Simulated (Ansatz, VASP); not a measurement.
Sn5H: VASP beside Ansatz

```
Sn H
1.0
     2.72463    1.57306    5.61610
    -2.72463    1.57306    5.61610
     0.00000   -3.14613    5.61610
Sn H
5 1
Cartesian
  0.0000 0.0000 0.0000
  0.0000 0.0000 13.7617
  0.0000 0.0000 3.0866
  0.0000 0.0000 10.4078
  0.0000 0.0000 6.4405
  0.0000 0.0000 8.4241
```

Alike in both runs: functional PBE; k mesh 6 × 6 × 6; occupations gaussian, width 0.1 eV; no spin polarisation.

Ansatz relaxed the structure, and its values are those at the end. VASP's run is a single point on that final structure, the one shown.

```csv
,VASP,Ansatz
version,VASP 6.6.1,Ansatz 0.2.0
potentials or method,"VASP PAW PBE potentials, release 64 (Sn_d, H), cutoff 520 eV","scalar-relativistic, plane waves, PAW"
valence electrons in the cell,71,71
```

```tsv
	VASP	Ansatz	Ansatz less VASP
gap on the k mesh at the Fermi level (eV)	none	none	-
pressure (GPa)	-0.1	0.0	+0.04
rms of the force components (eV/Å)	0.004	0.004	-0.0005
```

A gap of «none» marks a metal or a gap that the smearing closes.
